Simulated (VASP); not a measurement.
KBr, 2 atoms in the cell. Symmetry: Cmmm, No. 65, orthorhombic system. The conventional cell has a = 5.568 Å, b = 5.868 Å, c = 4.043 Å, α = 90.00°, β = 90.00°, γ = 90.00°. K (site symmetry mmm) has 8 Br at 3.44 to 3.56 Å and 6 K at 4.04 Å within 4.5 Å. Br (site symmetry mmm) has 8 K at 3.44 to 3.56 Å and 6 Br at 4.04 Å within 4.5 Å.  This cell differs from its parent crystal: strain +0.0525 x Voigt [0, 0, 0, 0, 0, 1].

| Item | Value |
| --- | --- |
| Program | VASP 6.6.1 |
| Task | single point |
| Functional | LDA |
| Potentials or basis | VASP PAW LDA potentials, release 64 (K_sv, Br) |
| Cutoff | 520 eV |
| k mesh | 6 × 6 × 6 |
| Occupations | gaussian, width 0.05 eV |
| Spin | no spin polarisation |
| Dipole correction | no |
| Further INCAR settings | ALGO = Normal; EDIFF = 1e-07; NBANDS = 15 |

Potentials or basis: VASP PAW LDA potentials, release 64 (K_sv, Br).

The run is started by

```sh
$ cat potpaw_LDA.64/K_sv/POTCAR potpaw_LDA.64/Br/POTCAR > POTCAR
$ mpirun -np 1 vasp_std > vasp.out
```

Hardware: 1 thread of AMD EPYC 7R13 Processor (Zen 3), on a shared host.

Problem. Estimate the wall time of this run.

Solution. It took 28 s on 1 thread of AMD EPYC 7R13 Processor (Zen 3) (shared host), peak memory 0.15 GiB. Counts: scf iterations 13, k points 52.
